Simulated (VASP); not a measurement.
# Cd4Se3 (P-43m) in VASP: relaxation of cell and atoms with PBE

Aim: the relaxation of cell and atoms of Cd4Se3 with PBE.

All numbers are computed with VASP 6.6.1; they aren't measurements. Logs are shortened: lines on timing, memory, paths and dates and some standing lists are left out, and cuts for length are marked.

## (1) The cell of the first run

It takes space group P-43m (No. 215, cubic). The conventional cell has a = 5.814 Å, b = 5.814 Å, c = 5.814 Å, α = 90.00°, β = 90.00°, γ = 90.00°. Cd (site symmetry 3m) has 3 Se at 2.68 Å and 3 Cd at 3.44 Å within 3.5 Å. Se (site symmetry -42m) has 4 Cd at 2.68 Å within 3.5 Å.

The cell was built from a structure type or drawn by symmetry, and may not be a known phase.

## (2) Relaxation of cell and atoms, PBE

Contents of INCAR:

```
SYSTEM = Cd4Se3
ALGO     = Normal         ! electronic algorithm
EDIFF    = 1E-7           ! SCF threshold, eV
EDIFFG   = -0.01          ! ionic threshold
ENCUT    = 600            ! plane-wave cutoff, eV
GGA      = PE             ! functional
IBRION   = 2              ! ionic algorithm
ISIF     = 3              ! what is computed and relaxed
ISMEAR   = 0              ! smearing method
LASPH    = .TRUE.         ! aspherical terms in the spheres
LCHARG   = .FALSE.        ! write CHGCAR
LREAL    = .FALSE.        ! projectors in reciprocal space
LWAVE    = .FALSE.        ! write WAVECAR
NELM     = 60             ! most SCF steps
NSW      = 100            ! ionic steps
PREC     = Accurate       ! precision mode
SIGMA    = 0.01           ! smearing width, eV
```

Contents of KPOINTS:

```
k-points
0
G
  6 6 6
  0 0 0
```

Contents of POSCAR:

```
Cd4Se3
1.0
    5.8138694379      0.0000000000      0.0000000000
    0.0000000000      5.8138694379      0.0000000000
    0.0000000000      0.0000000000      5.8138694379
Cd Se
4 3
Direct
    0.7092953184      0.7092953184      0.7092953184
    0.2907046816      0.2907046816      0.7092953184
    0.2907046816      0.7092953184      0.2907046816
    0.7092953184      0.2907046816      0.2907046816
    0.0000000000      0.0000000000      0.5000000000
    0.5000000000      0.0000000000      0.0000000000
    0.0000000000      0.5000000000      0.0000000000
```

Potentials or basis: VASP PAW PBE potentials, release 64 (Cd, Se).

Command:

```bash
$ cat potpaw_PBE.64/Cd/POTCAR potpaw_PBE.64/Se/POTCAR > POTCAR
$ mpirun -np 1 vasp_std > vasp.out
```

OUTCAR:

```text
SYSTEM = Cd4Se3
   EDIFF = 1E-7
   EDIFFG = -0.01
   ENCUT = 600
   GGA = PE
   IBRION = 2
   ISIF = 3
   ISMEAR = 0
   LASPH = .TRUE.
   LREAL = .FALSE.
   NELM = 60
   NSW = 100
   PREC = Accurate

 ion  position               nearest neighbor table
   1  0.709  0.709  0.709-   5 2.68   6 2.68   7 2.68   2 3.44   3 3.44   4 3.44
   2  0.291  0.291  0.709-   5 2.68   6 2.68   7 2.68   1 3.44   3 3.44   4 3.44
   3  0.291  0.709  0.291-   5 2.68   6 2.68   7 2.68   1 3.44   2 3.44   4 3.44
   4  0.709  0.291  0.291-   5 2.68   6 2.68   7 2.68   1 3.44   2 3.44   3 3.44
   5  0.000  0.000  0.500-   1 2.68   2 2.68   3 2.68   4 2.68
   6  0.500  0.000  0.000-   1 2.68   2 2.68   3 2.68   4 2.68
   7  0.000  0.500  0.000-   1 2.68   2 2.68   3 2.68   4 2.68

  LATTYP: Found a simple cubic cell.
 ALAT       =     5.8138694379

  Lattice vectors:

 A1 = (   5.8138694379,   0.0000000000,   0.0000000000)
 A2 = (   0.0000000000,   5.8138694379,   0.0000000000)
 A3 = (   0.0000000000,   0.0000000000,   5.8138694379)

Analysis of symmetry for initial positions (statically):
=====================================================================
 Subroutine PRICEL returns:
 Original cell was already a primitive cell.

 Routine SETGRP: Setting up the symmetry group for a
 simple cubic supercell.

 Subroutine GETGRP returns: Found 24 space group operations
 (whereof 24 operations were pure point group operations)
 out of a pool of 48 trial point group operations.

The static configuration has the point symmetry T_d .

Analysis of symmetry for dynamics (positions and initial velocities):
=====================================================================
 Subroutine PRICEL returns:
 Original cell was already a primitive cell.

 Routine SETGRP: Setting up the symmetry group for a
 simple cubic supercell.

 Subroutine GETGRP returns: Found 24 space group operations
 (whereof 24 operations were pure point group operations)
 out of a pool of 48 trial point group operations.

The dynamic configuration has the point symmetry T_d .

 Subroutine INISYM returns: Found 24 space group operations
 (whereof 24 operations are pure point group operations),
 and found     1 'primitive' translations

----------------------------------------------------------------------------------------

                                     Primitive cell

  volume of cell :     196.5151

  direct lattice vectors                    reciprocal lattice vectors
     5.813869438  0.000000000  0.000000000     0.172002487  0.000000000  0.000000000
     0.000000000  5.813869438  0.000000000     0.000000000  0.172002487  0.000000000
     0.000000000  0.000000000  5.813869438     0.000000000  0.000000000  0.172002487

  length of vectors
     5.813869438  5.813869438  5.813869438     0.172002487  0.172002487  0.172002487

  position of ions in fractional coordinates (direct lattice)
     0.709295318  0.709295318  0.709295318
     0.290704682  0.290704682  0.709295318
     0.290704682  0.709295318  0.290704682
     0.709295318  0.290704682  0.290704682
     0.000000000  0.000000000  0.500000000
     0.500000000  0.000000000  0.000000000
     0.000000000  0.500000000  0.000000000

  ion indices of the primitive-cell ions
   primitive index   ion index
                 1           1
                 2           2
                 3           3
                 4           4
                 5           5
                 6           6
                 7           7

----------------------------------------------------------------------------------------

 KPOINTS: k-points

Automatic generation of k-mesh.
 Grid dimensions read from file:
 generate k-points for:    6    6    6

 Generating k-lattice:

  Cartesian coordinates                     Fractional coordinates (reciprocal lattice)
     0.028667081  0.000000000  0.000000000     0.166666667  0.000000000  0.000000000
     0.000000000  0.028667081  0.000000000     0.000000000  0.166666667  0.000000000
     0.000000000  0.000000000  0.028667081     0.000000000  0.000000000  0.166666667

  Length of vectors
     0.028667081  0.028667081  0.028667081

  Shift w.r.t. Gamma in fractional coordinates (k-lattice)
     0.000000000  0.000000000  0.000000000

 Subroutine IBZKPT returns following result:
 ===========================================

 Found     20 irreducible k-points:

 Following reciprocal coordinates:
            Coordinates               Weight
  0.000000  0.000000  0.000000      1.000000
  0.166667  0.000000  0.000000      6.000000
  0.333333  0.000000  0.000000      6.000000
  0.500000  0.000000  0.000000      3.000000
  0.166667  0.166667  0.000000     12.000000
  0.333333  0.166667  0.000000     24.000000
[... 12 lines left out ...]
  0.500000  0.500000  0.333333      6.000000
  0.500000  0.500000  0.500000      1.000000
   k-points           NKPTS =     20   k-points in BZ     NKDIM =     20   number of bands    NBANDS=     39
   number of dos      NEDOS =    301   number of ions     NIONS =      7
   total plane-waves  NPLWV = 110592
   dimension x,y,z NGX =    48 NGY =   48 NGZ =   48
   dimension x,y,z NGXF=    96 NGYF=   96 NGZF=   96
   ions per type =               4   3
   NGX,Y,Z   is equivalent  to a cutoff of  13.73, 13.73, 13.73 a.u.
   NGXF,Y,Z  is equivalent  to a cutoff of  27.45, 27.45, 27.45 a.u.
 SYSTEM =  Cd4Se3
   PREC   = accura    normal or accurate (medium, high low for compatibility)
   ISTART =      0    job   : 0-new  1-cont  2-samecut
   ICHARG =      2    charge: 1-file 2-atom 10-const
   ISPIN  =      1    spin polarized calculation?
   LNONCOLLINEAR =      F non collinear calculations
   LSORBIT =      F    spin-orbit coupling
   LASPH  =      T    aspherical Exc in radial PAW
   ENCUT  =  600.0 eV  44.10 Ry    6.64 a.u.  11.61 11.61 11.61*2*pi/ulx,y,z
   NELM   =     60;   NELMIN=  2; NELMDL= -5     # of ELM steps
   EDIFF  = 0.1E-06   stopping-criterion for ELM
   LREAL  =      F    real-space projection
   EDIFFG = -.1E-01   stopping-criterion for IOM
   NSW    =    100    number of steps for IOM
   IBRION =      2    ionic relax: 0-MD 1-quasi-New 2-CG
   NFREE  =      1    steps in history (QN), initial steepest desc. (CG)
   ISIF   =      3    stress and relaxation
   ISYM   =      2    0-nonsym 1-usesym 2-fastsym
   POTIM  = 0.5000    time-step for ionic-motion
   TEBEG  =    0.0;   TEEND  =   0.0 temperature during run
   PSTRESS=    0.0 pullay stress
   NELECT =      66.0000    total number of electrons
   NUPDOWN=      -1.0000    fix difference up-down
   EMIN   =  10.00;   EMAX   =-10.00  energy-range for DOS
   EFERMI =   0.00;   METHOD = LEGACY
   ISMEAR =     0;   SIGMA  =   0.01  broadening in eV -4-tet -1-fermi 0-gaus
   EFERMI_NEDOS =   21; number of points for ismear=-14 and -15
   IALGO  =     38    algorithm
   IMIX   =      4    mixing-type and parameters
     AMIX     =   0.40;   BMIX     =  1.00
     AMIX_MAG =   1.60;   BMIX_MAG =  1.00
  volume/ion in A,a.u.               =      28.07       189.45
  Fermi-wavevector in a.u.,A,eV,Ry     =   1.137953  2.150419 17.618678  1.294936
  Thomas-Fermi vector in A             =   2.274657
   LORBIT       =      0    0 simple, 1 ext, 2 COOP (PROOUT), +10 PAW based schemes
   GGA     = PE    functional components
   LHFCALC =     F    Hartree Fock is set to
   AEXX    =    0.0000 exact exchange contribution
   IVDW    =     0    specifies the selected vdW correction
   LEPSILON=     F    determine dielectric tensor
   LRPA    =     F    only Hartree local field effects (RPA)
 conjugate gradient relaxation of ions
 non-spin polarized calculation
 Gauss-broadening in eV      SIGMA  =   0.01
  energy-cutoff  :      600.00
  volume of cell :      196.52
 maximum number of plane-waves:      6704
 NGX is ok and might be reduce to    48
   NGX = 23   NGY = 23   NGZ = 23

--------------------------------------- Ionic step        1  -------------------------------------------

 number of electron      65.9999980 magnetization

 Free energy of the ion-electron system (eV)
  ---------------------------------------------------
  ext. energy  EPLUGINS =         0.00000000
  ---------------------------------------------------
  free energy    TOTEN  =       -15.84794839 eV

  energy without entropy =      -15.84794839  energy(sigma->0) =      -15.84794839

------------------------ aborting loop because EDIFF is reached ----------------------------------------

  FORCE on cell =-STRESS in cart. coord.  units (eV):
  Direction    XX          YY          ZZ          XY          YZ          ZX
  --------------------------------------------------------------------------------------
  -------------------------------------------------------------------------------------
  Total        0.0289370      0.0289370      0.0289370      0.0000000     -0.0000000      0.0000000
  in kB        0.2359216      0.2359216      0.2359216      0.0000000     -0.0000000      0.0000000
  external PRESSURE =       0.2359216 kB  Pullay stress =       0.0000000 kB
[... 190 lines left out ...]
  energy  without entropy=      -15.8493541114  energy(sigma->0) =      -15.84935411

--------------------------------------- Ionic step        6  -------------------------------------------

 number of electron      65.9999979 magnetization

 Free energy of the ion-electron system (eV)
  ---------------------------------------------------
  ext. energy  EPLUGINS =         0.00000000
  ---------------------------------------------------
  free energy    TOTEN  =       -15.84974050 eV

  energy without entropy =      -15.84974050  energy(sigma->0) =      -15.84974050

 E-fermi :   1.0698     XC(G=0):  -9.1458

 val. band max:        0.9818605196   @ k =   0.5000   0.0000   0.0000
 cond. band min:       1.2920550517   @ k =   0.5000   0.0000   0.0000
 fundamental gap:      0.3101945321
 Fermi energy:         1.0697926338

 k-point     1 :       0.0000    0.0000    0.0000
  band No.  band energies     occupation
      1     -11.4308      2.00000
      2     -10.9255      2.00000
      3     -10.9255      2.00000
      4      -7.1036      2.00000
      5      -7.1036      2.00000
      6      -7.1036      2.00000
[... 863 lines left out ...]
  FREE ENERGIE OF THE ION-ELECTRON SYSTEM (eV)
  ---------------------------------------------------
  free  energy   TOTEN  =       -15.8497404952 eV

  energy  without entropy=      -15.8497404952  energy(sigma->0) =      -15.84974050

 reached required accuracy - stopping structural energy minimisation
```

Wall time 5.1 min (1 thread of AMD EPYC 9R45 (Zen 5), shared host); peak memory 0.41 GiB.

What came out:

```yaml
Free_energy: -15.8497 eV
Relaxed_volume: 27.88 Å³/atom
Relaxed_cell: a = 5.800 Å, b = 5.800 Å, c = 5.800 Å, α = 90.00°, β = 90.00°, γ = 90.00°
Space_group_after_relaxing_to_0.1_Å: P-43m (No. 215)
Energy_gained_by_relaxing: 0.3 meV/atom
Ionic_steps: 6
Pressure_after_relaxing: 0.0 GPa
Band_gap_on_the_k_mesh: 0.31 eV
```

Step by step:
| step | energy change (eV) | largest force (eV/Å) | pressure (GPa) | volume (Å³) |
| --- | --- | --- | --- | --- |
| 1 | 0.0000 | 0.0486 | 0.02 | 196.52 |
| 2 | -0.0004 | 0.0360 | -0.04 | 196.63 |
| 3 | -0.0007 | 0.0126 | -0.16 | 196.85 |
| 4 | -0.0009 | 0.0114 | -0.14 | 196.68 |
| 5 | -0.0014 | 0.0077 | -0.10 | 196.17 |
| 6 | -0.0018 | 0.0005 | 0.01 | 195.14 |

Final structure:
```xyz
7
Lattice="5.8003 0.0000 0.0000 0.0000 5.8003 0.0000 0.0000 0.0000 5.8003" Properties=species:S:1:pos:R:3 pbc="T T T"
Cd    4.1025    4.1025    4.1025
Cd    1.6978    1.6978    4.1025
Cd    1.6978    4.1025    1.6978
Cd    4.1025    1.6978    1.6978
Se    0.0000    5.8003    2.9001
Se    2.9001    5.8003    0.0000
Se    0.0000    2.9001    0.0000
```
